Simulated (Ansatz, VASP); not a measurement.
One calculation of Sb, two programs

File INCAR:

```
ALGO = Normal
EDIFF = 1E-8
ENCUT = 520
ISIF = 2
ISMEAR = -1
LASPH = T
LCHARG = F
LEFG = T
LREAL = F
LWAVE = F
NBANDS = 8
NELM = 60
PREC = Accurate
SIGMA = 0.05
```

The input KPOINTS:

```
k-points
0
Gamma
  12 12 12
```

The input POSCAR:

```
Sb
1.0
    0.0000000000      2.2738475325      2.2738475325
    2.2738475325      0.0000000000      2.2738475325
    2.2738475325      2.2738475325      0.0000000000
Sb
1
Direct
    0.0000000000      0.0000000000      0.0000000000
```

Input for Ansatz:

```yaml
crystal:
  lattice:
    - [0.0, 2.2738475325, 2.2738475325]
    - [2.2738475325, 0.0, 2.2738475325]
    - [2.2738475325, 2.2738475325, 0.0]
  atoms:
    - { symbol: Sb, position: [0.0, 0.0, 0.0] }
kpoints:
  mp_grid: { grid: [12, 12, 12] }
scf:
  occupations: { method: fermi_dirac, width: 0.05 }
hamiltonian:
  xc: lda
  pseudopotentials: { kind: paw }
output:
  forces: true
  stress: true
  eigenvalues: true
  efg: { contact_densities: true }
```

Change from the starting cell: functional lda, volume scaled by 0.96, PAW files.

Alike in both runs: task electric field gradients; functional LDA; k mesh 12 × 12 × 12; occupations fermi-dirac, width 0.05 eV; no spin polarisation.

|  | VASP | Ansatz |
| --- | --- | --- |
| version | VASP 6.6.1 | Ansatz 0.2.0 |
| potentials or method | VASP PAW LDA potentials, release 64 (Sb) | PAW with Ansatz's default frozen-core files, scalar-relativistic |
| plane-wave cutoff (eV) | 520 | 420 |
| valence electrons in the cell | 5 | 15 |

VASP gave:

| Property | Result |
| --- | --- |
| pressure (GPa) | 7.9 |

Which values does Ansatz return?

Pressure (GPa): 7.6.

LDA's correlation is that of Perdew and Zunger in VASP and of Perdew and Wang (1992) in Ansatz. VASP's potentials hold 5 valence electrons a cell and Ansatz's 15, so a difference there can come from the potentials and not from the codes.

Neither program's run includes spin-orbit coupling.
